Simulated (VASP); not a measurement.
# TiAl (P-6m2) in VASP: further runs, part 3 of 3

VASP 6.6.1. The steps go on from the part before.

### 5 Single point, PBE

This run uses another cell than the first one, of 15.70 Å³/atom, 1.004 times its volume.

Input file INCAR:

```
SYSTEM = TiAl
ALGO     = Normal         ! electronic algorithm
EDIFF    = 1E-7           ! SCF threshold, eV
ENCUT    = 520            ! plane-wave cutoff, eV
GGA      = PE             ! functional
ISIF     = 2              ! what is computed and relaxed
ISMEAR   = 0              ! smearing method
LASPH    = .True.         ! aspherical terms in the spheres
LCHARG   = .True.         ! write CHGCAR
LELF     = .True.         ! ELF
LREAL    = .False.        ! projectors in reciprocal space
LVHAR    = .True.       
LWAVE    = .False.        ! write WAVECAR
NBANDS   = 14             ! bands
NELM     = 60             ! most SCF steps
PREC     = Accurate       ! precision mode
SIGMA    = 0.15           ! smearing width, eV
```

Input file KPOINTS:

```
k-points
0
Gamma
  18 18 10
  0 0 0
```

Input file POSCAR:

```
TiAl
1.0
    2.8809683428      0.0000000000      0.0000000000
   -1.4404841714      2.4949917724      0.0000000000
    0.0000000000      0.0000000000      4.3695000000
Ti Al
1 1
Direct
    0.0000000000      0.0000000000      0.0000000000
    0.3333333333      0.6666666667      0.5000000000
```

Potentials or basis: VASP PAW PBE potentials, release 64 (Ti_sv, Al).

On the command line:

```console
cat potpaw_PBE.64/Ti_sv/POTCAR potpaw_PBE.64/Al/POTCAR > POTCAR
mpirun -np 1 vasp_std > vasp.out
```

OUTCAR:

```text
SYSTEM = TiAl
   EDIFF = 1E-7
   ENCUT = 520
   GGA = PE
   ISIF = 2
   ISMEAR = 0
   LASPH = .True.
   LREAL = .False.
   NELM = 60
   PREC = Accurate

 ion  position               nearest neighbor table
   1  0.000  0.000  0.000-   2 2.75   2 2.75   2 2.75   2 2.75   2 2.75   2 2.75
   2  0.333  0.667  0.500-   1 2.75   1 2.75   1 2.75   1 2.75   1 2.75   1 2.75

  LATTYP: Found a hexagonal cell.
 ALAT       =     2.8809683428
 C/A-ratio  =     1.5166775473

  Lattice vectors:

 A1 = (   2.8809683428,   0.0000000000,   0.0000000000)
 A2 = (  -1.4404841714,   2.4949917724,   0.0000000000)
 A3 = (   0.0000000000,   0.0000000000,   4.3695000000)

Analysis of symmetry for initial positions (statically):
=====================================================================
 Subroutine PRICEL returns:
 Original cell was already a primitive cell.

 Routine SETGRP: Setting up the symmetry group for a
 hexagonal supercell.

 Subroutine GETGRP returns: Found 12 space group operations
 (whereof 12 operations were pure point group operations)
 out of a pool of 24 trial point group operations.

The static configuration has the point symmetry D_3h.

Analysis of symmetry for dynamics (positions and initial velocities):
=====================================================================
 Subroutine PRICEL returns:
 Original cell was already a primitive cell.

 Routine SETGRP: Setting up the symmetry group for a
 hexagonal supercell.

 Subroutine GETGRP returns: Found 12 space group operations
 (whereof 12 operations were pure point group operations)
 out of a pool of 24 trial point group operations.

The dynamic configuration has the point symmetry D_3h.

 Subroutine INISYM returns: Found 12 space group operations
 (whereof 12 operations are pure point group operations),
 and found     1 'primitive' translations

----------------------------------------------------------------------------------------

                                     Primitive cell

  volume of cell :      31.4079

  direct lattice vectors                    reciprocal lattice vectors
     2.880968343  0.000000000  0.000000000     0.347105515  0.200401462  0.000000000
    -1.440484171  2.494991772  0.000000000     0.000000000  0.400802925  0.000000000
     0.000000000  0.000000000  4.369500000     0.000000000  0.000000000  0.228859137

  length of vectors
     2.880968343  2.880968343  4.369500000     0.400802925  0.400802925  0.228859137

  position of ions in fractional coordinates (direct lattice)
     0.000000000  0.000000000  0.000000000
     0.333333333  0.666666667  0.500000000

  ion indices of the primitive-cell ions
   primitive index   ion index
                 1           1
                 2           2

----------------------------------------------------------------------------------------

 KPOINTS: k-points

Automatic generation of k-mesh.
 Grid dimensions read from file:
 generate k-points for:   18   18   10

 Generating k-lattice:

  Cartesian coordinates                     Fractional coordinates (reciprocal lattice)
     0.019283640  0.011133415  0.000000000     0.055555556 -0.000000000  0.000000000
     0.000000000  0.022266829  0.000000000     0.000000000  0.055555556  0.000000000
     0.000000000  0.000000000  0.022885914     0.000000000  0.000000000  0.100000000

  Length of vectors
     0.022266829  0.022266829  0.022885914

  Shift w.r.t. Gamma in fractional coordinates (k-lattice)
     0.000000000  0.000000000  0.000000000

 Subroutine IBZKPT returns following result:
 ===========================================

 Found    222 irreducible k-points:

 Following reciprocal coordinates:
            Coordinates               Weight
  0.000000  0.000000  0.000000      1.000000
  0.055556 -0.000000  0.000000      6.000000
  0.111111 -0.000000  0.000000      6.000000
  0.166667 -0.000000  0.000000      6.000000
  0.222222 -0.000000  0.000000      6.000000
  0.277778 -0.000000  0.000000      6.000000
[... 16 lines left out ...]
  0.333333  0.111111  0.000000     12.000000
  0.388889  0.111111  0.000000     12.000000
 [... further k-points ...]
   k-points           NKPTS =    222   k-points in BZ     NKDIM =    222   number of bands    NBANDS=     14
   number of dos      NEDOS =    301   number of ions     NIONS =      2
   total plane-waves  NPLWV =  18432
   dimension x,y,z NGX =    24 NGY =   24 NGZ =   32
   dimension x,y,z NGXF=    48 NGYF=   48 NGZF=   64
   ions per type =               1   1
   NGX,Y,Z   is equivalent  to a cutoff of  13.85, 13.85, 12.18 a.u.
   NGXF,Y,Z  is equivalent  to a cutoff of  27.70, 27.70, 24.35 a.u.
 SYSTEM =  TiAl
   PREC   = accura    normal or accurate (medium, high low for compatibility)
   ISTART =      0    job   : 0-new  1-cont  2-samecut
   ICHARG =      2    charge: 1-file 2-atom 10-const
   ISPIN  =      1    spin polarized calculation?
   LNONCOLLINEAR =      F non collinear calculations
   LSORBIT =      F    spin-orbit coupling
   LASPH  =      T    aspherical Exc in radial PAW
   ENCUT  =  520.0 eV  38.22 Ry    6.18 a.u.   5.36  5.36  8.12*2*pi/ulx,y,z
   NELM   =     60;   NELMIN=  2; NELMDL= -5     # of ELM steps
   EDIFF  = 0.1E-06   stopping-criterion for ELM
   LREAL  =      F    real-space projection
   EDIFFG = 0.1E-05   stopping-criterion for IOM
   NSW    =      0    number of steps for IOM
   IBRION =     -1    ionic relax: 0-MD 1-quasi-New 2-CG
   NFREE  =      0    steps in history (QN), initial steepest desc. (CG)
   ISIF   =      2    stress and relaxation
   ISYM   =      2    0-nonsym 1-usesym 2-fastsym
   POTIM  = 0.5000    time-step for ionic-motion
   TEBEG  =    0.0;   TEEND  =   0.0 temperature during run
   PSTRESS=    0.0 pullay stress
   NELECT =      15.0000    total number of electrons
   NUPDOWN=      -1.0000    fix difference up-down
   EMIN   =  10.00;   EMAX   =-10.00  energy-range for DOS
   EFERMI =   0.00;   METHOD = LEGACY
   ISMEAR =     0;   SIGMA  =   0.15  broadening in eV -4-tet -1-fermi 0-gaus
   EFERMI_NEDOS =   21; number of points for ismear=-14 and -15
   IALGO  =     38    algorithm
   IMIX   =      4    mixing-type and parameters
     AMIX     =   0.40;   BMIX     =  1.00
     AMIX_MAG =   1.60;   BMIX_MAG =  1.00
  volume/ion in A,a.u.               =      15.70       105.98
  Fermi-wavevector in a.u.,A,eV,Ry     =   1.279653  2.418193 22.279692  1.637511
  Thomas-Fermi vector in A             =   2.412126
   LORBIT       =      0    0 simple, 1 ext, 2 COOP (PROOUT), +10 PAW based schemes
   GGA     = PE    functional components
   LHFCALC =     F    Hartree Fock is set to
   AEXX    =    0.0000 exact exchange contribution
   IVDW    =     0    specifies the selected vdW correction
   LEPSILON=     F    determine dielectric tensor
   LRPA    =     F    only Hartree local field effects (RPA)
 non-spin polarized calculation
 Gauss-broadening in eV      SIGMA  =   0.15
  energy-cutoff  :      520.00
  volume of cell :       31.41
 maximum number of plane-waves:       875
 NGX is ok and might be reduce to    24
   NGX = 11   NGY = 11   NGZ = 17

 number of electron      15.0000005 magnetization

 Free energy of the ion-electron system (eV)
  ---------------------------------------------------
  ext. energy  EPLUGINS =         0.00000000
  ---------------------------------------------------
  free energy    TOTEN  =       -12.00626033 eV

  energy without entropy =      -11.97622681  energy(sigma->0) =      -11.99124357

 E-fermi :   8.4206     XC(G=0): -11.1837

 val. band max:        8.4159288979   @ k =   0.2778   0.0556   0.2000
 cond. band min:       8.4208910973   @ k =   0.3333   0.3333   0.3000
 fundamental gap:      0.0049621994
 Fermi energy:         8.4205835604

 k-point     1 :       0.0000    0.0000    0.0000
  band No.  band energies     occupation
      1     -47.9970      2.00000
      2     -24.3384      2.00000
      3     -23.9179      2.00000
      4     -23.9179      2.00000
      5      -0.6392      2.00000
      6       6.3254      2.00000
      7       7.2141      2.00000
      8       9.7031      0.00000
      9       9.7031      0.00000
     10      11.1496      0.00000
     11      11.1496      0.00000
     12      13.5222      0.00000
     13      21.0201      0.00000
     14      21.0201      0.00000
[... 375 lines left out ...]
 k-point    24 :       0.3889    0.1111    0.0000
  band No.  band energies     occupation
      1     -47.9063      2.00000
      2     -24.4402      2.00000
      3     -24.2457      2.00000
      4     -24.0835      2.00000
      5       4.0056      2.00000
      6       6.2366      2.00000
      7       7.0014      2.00000
      8       7.6207      2.00000
      9       9.9589      0.00000
     10      11.7133      0.00000
     11      12.8091      0.00000
     12      13.6418      0.00000
     13      14.1387      0.00000
     14      15.4088      0.00000

 [... further k-points ...]
[... 5 lines left out ...]
  --------------------------------------------------------------------------------------
  -------------------------------------------------------------------------------------
  Total        1.0271986      1.0271986      3.0222509      0.0000000      0.0000000      0.0000000
  in kB       52.3993210     52.3993210    154.1706682      0.0000000      0.0000000      0.0000000
  external PRESSURE =      86.3231034 kB  Pullay stress =       0.0000000 kB

 VOLUME and BASIS-vectors are now :
 -----------------------------------------------------------------------------
  energy-cutoff  :      520.00
  volume of cell :       31.41
      direct lattice vectors                 reciprocal lattice vectors
     2.880968343  0.000000000  0.000000000     0.347105515  0.200401462  0.000000000
    -1.440484171  2.494991772  0.000000000     0.000000000  0.400802925  0.000000000
     0.000000000  0.000000000  4.369500000     0.000000000  0.000000000  0.228859137

 POSITION                                       TOTAL-FORCE (eV/Angst)
 -----------------------------------------------------------------------------------
      0.00000      0.00000      0.00000        -0.000000     -0.000000      0.000000
     -0.00000      1.66333      2.18475         0.000000      0.000000      0.000000
 -----------------------------------------------------------------------------------
    total drift:                                0.000000     -0.000000      0.000000

  FREE ENERGIE OF THE ION-ELECTRON SYSTEM (eV)
  ---------------------------------------------------
  free  energy   TOTEN  =       -12.0062603314 eV

  energy  without entropy=      -11.9762268075  energy(sigma->0) =      -11.99124357
```

Wall time 51 s (1 thread of Intel Xeon Platinum 8488C (Sapphire Rapids), shared host); peak memory 0.22 GiB.

Results:

```yaml
Free_energy: -12.0063 eV
Pressure: 8.6 GPa
```

Stress tensor (GPa, compression positive):
```
 5.24  0.00  0.00
 0.00  5.24  0.00
 0.00  0.00 15.42
```

Levels at points of the mesh, in eV from the Fermi level:
```csv
k point,band 5,band 6,band 7,band 8,band 9,band 10,band 11,band 12
"(0.00, 0.00, 0.00)",-9.06,-2.10,-1.21,1.28,1.28,2.73,2.73,5.10
"(0.50, 0.00, 0.00)",-3.95,-2.99,-1.56,-0.96,2.03,3.97,4.49,4.72
"(0.00, 0.00, 0.50)",-7.89,-5.25,-0.06,1.31,1.31,2.59,2.59,8.18
"(0.50, 0.00, 0.50)",-3.90,-2.34,-1.89,0.52,1.13,1.71,3.73,3.98
```

### 6 Summary

| cell | gap on the mesh (eV) | pressure (GPa) |
| --- | --- | --- |
| a = 2.845, b = 2.845, c = 4.463 Å, angles 90.0, 90.0, 120.0°, 2 atoms | none | 8.4 |
| a = 2.881, b = 2.881, c = 4.370 Å, angles 90.0, 90.0, 120.0°, 2 atoms | none | 8.6 |
| a = 2.845, b = 2.845, c = 4.509 Å, angles 90.0, 90.0, 120.0°, 2 atoms | none | 6.9 |

Alike in all rows: task single point; level PBE; potentials or basis VASP PAW PBE potentials, release 64 (Ti_sv, Al); no spin polarisation; k mesh 18 × 18 × 10; cutoff (eV) 520; smearing gaussian 0.15 eV.

Total energies depend on the potentials used, so only differences within one code and one set of settings carry meaning.
